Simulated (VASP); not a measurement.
Runs of VASP 6.6.1 on Na. The structure is that of space group Fm-3m (No. 225), or close to it. The cells are those of the table. This isn't the form of Na at room conditions, which is bcc.

```tsv
cell	further INCAR settings	gap on the mesh (eV)	pressure (GPa)
a = 3.722 Å, angles 120.3, 120.3, 89.5°, 1 atom	ALGO = Fast; EDIFF = 1e-06; NBANDS = 10	none	(a)
a = 3.795 Å, angles 121.6, 121.6, 87.3°, 1 atom	ALGO = Fast; EDIFF = 1e-06; NBANDS = 10	none	-1.0
a = 3.680 Å, angles 121.1, 121.1, 88.2°, 1 atom	ALGO = Fast; EDIFF = 1e-07; NBANDS = 10	none	-0.3
a = 3.764 Å, angles 119.6, 119.6, 90.8°, 1 atom	ALGO = Fast; EDIFF = 1e-06; NBANDS = 10	none	-1.0
a = 3.650 Å, angles 119.0, 119.0, 91.7°, 1 atom	ALGO = Fast; EDIFF = 1e-06; NBANDS = 10	none	-0.5
```

Alike in all rows: task single point; level LDA; potentials or basis VASP PAW LDA potentials, release 64 (Na_pv); no spin polarisation; k mesh 18 × 18 × 18; cutoff (eV) 520; smearing gaussian 0.15 eV.

Fill in the values left out.

(a) -0.8.

A gap of «none» marks levels without a gap at the run's occupations.
